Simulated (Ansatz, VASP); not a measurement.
ZnS: VASP beside Ansatz

```
Zn S
1.0
     0.00000    2.70200    2.70200
     2.70200    0.00000    2.70200
     2.70200    2.70200    0.00000
Zn S
1 1
Direct
  0.75000 0.75000 0.75000
  0.00000 0.00000 0.00000
```

Alike in both runs: task single point; functional PBE-based screened hybrid with a share of 0.25 of exact exchange and HFSCREEN = 0.4; k mesh 5 × 5 × 5; occupations fermi-dirac, width 0.05 eV; no spin polarisation.

```csv
,VASP,Ansatz
version,VASP 6.6.1,Ansatz 0.2.0
potentials or method,"VASP PAW PBE potentials, release 64 (Zn, S)",Ansatz PAW
plane-wave cutoff (eV),520,420
valence electrons in the cell,18,18
```

|  | VASP | Ansatz | Ansatz less VASP |
| --- | --- | --- | --- |
| gap on the k mesh at the Fermi level (eV) | 2.95 | 2.96 | +0.009 |
| least direct gap on the mesh (eV) | 2.95 | 2.96 | +0.009 |
| pressure (GPa) | 1.3 | 1.3 | -0.01 |

VASP's potentials were made for PBE, not for PBE-based screened hybrid.

Noted on Ansatz's run: odd divisions of the mesh miss points on the zone boundary, where band edges often lie, so the gap on the mesh can be too wide.
